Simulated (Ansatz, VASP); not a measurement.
**Two plane-wave programs on B**

```
CELL_PARAMETERS angstrom
2.44934 1.41413 4.17138
-2.44934 1.41413 4.17138
0.00000 -2.82826 4.17138
ATOMIC_POSITIONS crystal
B 0.00987 0.65442 0.00987
B 0.00987 0.00987 0.65442
B 0.65442 0.00987 0.00987
B 0.99013 0.34558 0.99013
B 0.34558 0.99013 0.99013
B 0.99013 0.99013 0.34558
B 0.22050 0.63177 0.22050
B 0.22050 0.22050 0.63177
B 0.63177 0.22050 0.22050
B 0.77950 0.36823 0.77950
B 0.36823 0.77950 0.77950
B 0.77950 0.77950 0.36823
```

Alike in both runs: functional r2SCAN; k mesh 9 × 9 × 9; occupations gaussian, width 0.02 eV; no spin polarisation.

Ansatz relaxed the structure, and its values are those at the end. VASP's run is a single point on that final structure, the one shown.

|  | VASP | Ansatz |
| --- | --- | --- |
| version | VASP 6.6.1 | Ansatz 0.2.0 |
| potentials or method | VASP PAW PBE potentials, release 64 (B), cutoff 550 eV | scalar-relativistic, plane waves, PAW |
| valence electrons in the cell | 36 | 36 |

```csv
,VASP,Ansatz,Ansatz less VASP
gap on the k mesh at the Fermi level (eV),1.63,1.63,-0.002
least direct gap on the mesh (eV),2.04,2.04,0.000
pressure (GPa),0.2,0.0,-0.20
rms of the force components (eV/Å),0.011,0.000,-0.0110
```

VASP's potentials were made for PBE, not for r2SCAN.
